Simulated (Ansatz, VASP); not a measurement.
# Two plane-wave programs on TiSi2

```
Ti Si
1.0
     1.77365   -6.78073    0.00000
     1.77365    6.78073    0.00000
     0.00000    0.00000    3.57900
Ti Si
2 4
Cartesian
  1.7736 -5.3813 2.6843
  1.7736 5.3813 0.8948
  1.7736 -0.8020 2.6843
  1.7736 0.8020 0.8948
  1.7736 3.3927 2.6843
  1.7736 -3.3927 0.8948
```

Alike in both runs: functional PBE; k mesh 10 × 10 × 10; occupations gaussian, width 0.1 eV; no spin polarisation.

Ansatz relaxed the structure, and its values are those at the end. VASP's run is a single point on that final structure, the one shown.

|  | VASP | Ansatz |
| --- | --- | --- |
| version | VASP 6.6.1 | Ansatz 0.2.0 |
| potentials or method | VASP PAW PBE potentials, release 64 (Ti_sv, Si), cutoff 520 eV | scalar-relativistic, plane waves, PAW |
| valence electrons in the cell | 40 | 40 |

Ansatz gave:

| Property | Result |
| --- | --- |
| gap on the k mesh at the Fermi level (eV) | none |
| pressure (GPa) | 0.0 |
| rms of the force components (eV/Å) | 0.000 |

Q: Which values does VASP return?

A: gap on the k mesh at the Fermi level (eV): none; pressure (GPa): 0.0; rms of the force components (eV/Å): 0.003.

A gap of «none» marks a metal or a gap that the smearing closes. The functional is the same, so the differences come from potentials, cutoffs and numerics.
